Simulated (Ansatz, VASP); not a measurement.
## One calculation of GaSb5, two programs

```
Ga Sb
1.0
     0.00000    4.42823    4.42823
     4.42823    0.00000    4.42823
     4.42823    4.42823    0.00000
Ga Sb
1 5
Cartesian
  4.4282 4.4282 4.4282
  7.7477 5.5370 5.5370
  7.7477 7.7477 7.7477
  2.2141 2.2141 2.2141
  5.5370 5.5370 7.7477
  5.5370 7.7477 5.5370
```

Change from the starting cell: species swapped into the HfNi5 type (F-43m, No. 216).

Alike in both runs: functional PBE; k mesh 8 × 8 × 8; occupations gaussian, width 0.1 eV; no spin polarisation.

Ansatz relaxed the structure, and its values are those at the end. VASP's run is a single point on that final structure, the one shown.

|  | VASP | Ansatz |
| --- | --- | --- |
| version | VASP 6.6.1 | Ansatz 0.2.0 |
| potentials or method | VASP PAW PBE potentials, release 64 (Ga_d, Sb), cutoff 520 eV | scalar-relativistic, plane waves, PAW |
| valence electrons in the cell | 38 | 88 |

```tsv
	VASP	Ansatz	Ansatz less VASP
gap on the k mesh at the Fermi level (eV)	none	none	-
pressure (GPa)	0.0	0.0	+0.06
```

A gap of «none» marks a metal or a gap that the smearing closes. VASP's potentials hold 38 valence electrons a cell and Ansatz's 88, so a difference there can come from the potentials and not from the codes.

Spin-orbit coupling is off throughout.
